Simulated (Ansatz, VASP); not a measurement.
**Two plane-wave programs on Hg**

Contents of INCAR:

```
SYSTEM = Hg
PREC = Accurate
ENCUT = 500
EDIFF = 1E-6
ISMEAR = 0
SIGMA = 0.05
LREAL = .False.
LASPH = .True.
NELM = 120
ALGO = Normal
ISIF = 2
LWAVE = .False.
LCHARG = .True.
GGA = PE
LELF = .True.
LVHAR = .True.
NBANDS = 12
GGA_COMPAT = .False.
```

Contents of KPOINTS:

```
regular mesh
0
Gamma
  8 8 8
  0 0 0
```

Contents of POSCAR:

```
Hg
1.0
   -1.8896293421      1.8896293421      1.8896293421
    1.8896293421     -1.8896293421      1.8896293421
    1.8896293421      1.8896293421     -1.8896293421
Hg
1
Direct
    0.0000000000      0.0000000000      0.0000000000
```

Input for Ansatz:

```yaml
crystal:
  lattice:
    - [-1.8896293421, 1.8896293421, 1.8896293421]
    - [1.8896293421, -1.8896293421, 1.8896293421]
    - [1.8896293421, 1.8896293421, -1.8896293421]
  atoms:
    - { symbol: Hg, position: [0.0, 0.0, 0.0] }
basis:
  ecutwfc: 600
  ecutrho_ratio: 5
kpoints:
  mp_grid: { grid: [8, 8, 8] }
hamiltonian:
  xc: pbe
scf:
  occupations: { method: gaussian, width: 0.05 }
output:
  forces: true
  stress: true
  eigenvalues: true
```

Alike in both runs: task single point; functional PBE; k mesh 8 × 8 × 8; occupations gaussian, width 0.05 eV; no spin polarisation.

```csv
,VASP,Ansatz
version,VASP 6.6.1,Ansatz 0.2.0
potentials or method,"VASP PAW PBE potentials, release 64 (Hg), cutoff 500 eV","scalar-relativistic, plane waves, PAW"
valence electrons in the cell,12,20
```

VASP gave:

```
gap on the k mesh at the Fermi level (eV) : none
pressure (GPa)                            : 1.4
```

Which values does Ansatz return?

gap on the k mesh at the Fermi level (eV): none; pressure (GPa): 1.2.

A gap of «none» marks a metal or a gap that the smearing closes. VASP's potentials hold 12 valence electrons a cell and Ansatz's 20, so a difference there can come from the potentials and not from the codes.

Neither program's run includes spin-orbit coupling.
